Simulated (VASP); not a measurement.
Input of a VASP 6.6.1 run:

INCAR

```
  PREC = Accurate
  ENCUT = 520
  EDIFF = 1E-7
  ISMEAR = 0
  SIGMA = 0.1
  LREAL = F
  LASPH = T
  NELM = 80
  ALGO = Normal
  ISIF = 2
  LWAVE = F
  LCHARG = F
  GGA = PE
  NBANDS = 10
```

Contents of KPOINTS:

```
regular mesh
0
Gamma
  18 18 14
```

The input POSCAR:

```
Al
1.0
    2.0013983646      2.0013983646      0.0000000000
   -2.0013983646      2.0013983646      0.0000000000
    0.0000000000      0.0000000000      4.1628695490
Al
2
Direct
    0.0000000000      0.0000000000      0.0000000000
    0.5000000000      0.5000000000      0.5000000000
```

Potentials or basis: VASP PAW PBE potentials, release 64 (Al).

The run is started by

```sh
$ cat potpaw_PBE.64/Al/POTCAR > POTCAR
$ mpirun -np 1 vasp_std > vasp.out
```

Q: Predict the pressure.

A: -0.8 GPa.

Q: What does it give for the band gap on the k mesh?

A: Zero (band 3 reaches 15.15 eV, above the bottom of band 4 at 3.53 eV).

Stress tensor (GPa, compression positive):
```
-0.04  0.00  0.00
 0.00 -0.04  0.00
 0.00  0.00 -2.27
```

Caveat: the cell differs from its parent crystal (uniaxial strain along c: +3.0 %, then relaxed in part).
